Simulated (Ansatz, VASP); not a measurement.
## Two plane-wave programs on MgS

POSCAR

```
MgS
1.0
    0.0000000000      2.6151298944      2.6151298944
    2.6151298944      0.0000000000      2.6151298944
    2.6151298944      2.6151298944      0.0000000000
Mg S
1 1
Direct
    0.0000000000      0.0000000000      0.0000000000
    0.5000000000      0.5000000000      0.5000000000
```

File INCAR.step1:

```
PREC     = Accurate       # precision mode
ENCUT    = 520            # plane-wave cutoff, eV
EDIFF    = 1E-5           # SCF threshold, eV
ISMEAR   = 0              # smearing method
SIGMA    = 0.02           # smearing width, eV
LREAL    = False          # projectors in reciprocal space
LASPH    = True           # aspherical terms in the spheres
NELM     = 80             # most SCF steps
ALGO     = Normal         # electronic algorithm
ISIF     = 2              # what is computed and relaxed
LWAVE    = True           # write WAVECAR
LCHARG   = False          # write CHGCAR
NBANDS   = 11             # bands
GGA      = PE             # functional
```

File INCAR.step2:

```
PREC     = Accurate       # precision mode
ENCUT    = 520            # plane-wave cutoff, eV
EDIFF    = 1E-7           # SCF threshold, eV
ISMEAR   = 0              # smearing method
SIGMA    = 0.02           # smearing width, eV
LREAL    = False          # projectors in reciprocal space
LASPH    = True           # aspherical terms in the spheres
NELM     = 80             # most SCF steps
ALGO     = Normal         # electronic algorithm
ISIF     = 2              # what is computed and relaxed
LWAVE    = False          # write WAVECAR
LCHARG   = False          # write CHGCAR
GGA      = PE             # functional
LHFCALC  = True           # exact exchange
HFSCREEN = 0.2079         # screening, 1/A
PRECFOCK = Normal       
NBANDS   = 11             # bands
ISTART   = 1
```

The input KPOINTS:

```
Automatic mesh
0
Gamma
  6 6 6
```

Input for Ansatz:

```yaml
crystal:
  lattice:
    - [0.0, 2.6151298944, 2.6151298944]
    - [2.6151298944, 0.0, 2.6151298944]
    - [2.6151298944, 2.6151298944, 0.0]
  atoms:
    - { symbol: Mg, position: [0.0, 0.0, 0.0] }
    - { symbol: S, position: [0.5, 0.5, 0.5] }
basis:
  ecutwfc: 420
kpoints:
  mp_grid: { grid: [6, 6, 6] }
  band_path:
    path:
      - [[0.0, 0.0, 0.0], [0.5, 0.0, 0.5], [0.625, 0.25, 0.625]]
      - [[0.375, 0.375, 0.75], [0.0, 0.0, 0.0], [0.5, 0.5, 0.5], [0.5, 0.25, 0.75], [0.5, 0.0, 0.5]]
    npoints: 4
hamiltonian:
  xc: hse06
scf:
  occupations: { method: gaussian, width: 0.02 }
output:
  forces: true
  stress: true
  eigenvalues: true
  populations: true
  dos: { projected: true, de: 0.02 }
  bader: false
  write_density: true
  write_potential: true
  elf: true
  volumetric_format: npy
```

Alike in both runs: task single point; functional HSE06; k mesh 6 × 6 × 6; occupations gaussian, width 0.02 eV; no spin polarisation.

```csv
,VASP,Ansatz
version,VASP 6.6.1,Ansatz 0.2.0
potentials or method,"VASP PAW PBE potentials, release 64 (Mg, S), cutoff 520 eV","scalar-relativistic, plane waves, PAW"
valence electrons in the cell,8,16
```

Ansatz gave:

- gap on the k mesh at the Fermi level (eV): 3.77
- least direct gap on the mesh (eV): 4.70
- pressure (GPa): -1.6

Q: What did VASP give for the same quantities?

A: gap on the k mesh at the Fermi level (eV): 3.71; least direct gap on the mesh (eV): 4.66; pressure (GPa): -1.9.

With one functional, cell and mesh, what is left measures potentials, basis and numerics. VASP's potentials hold 8 valence electrons a cell and Ansatz's 16, so a difference there can come from the potentials and not from the codes. Ansatz's warnings: stress exchange threshold loose, stress scf threshold loose.
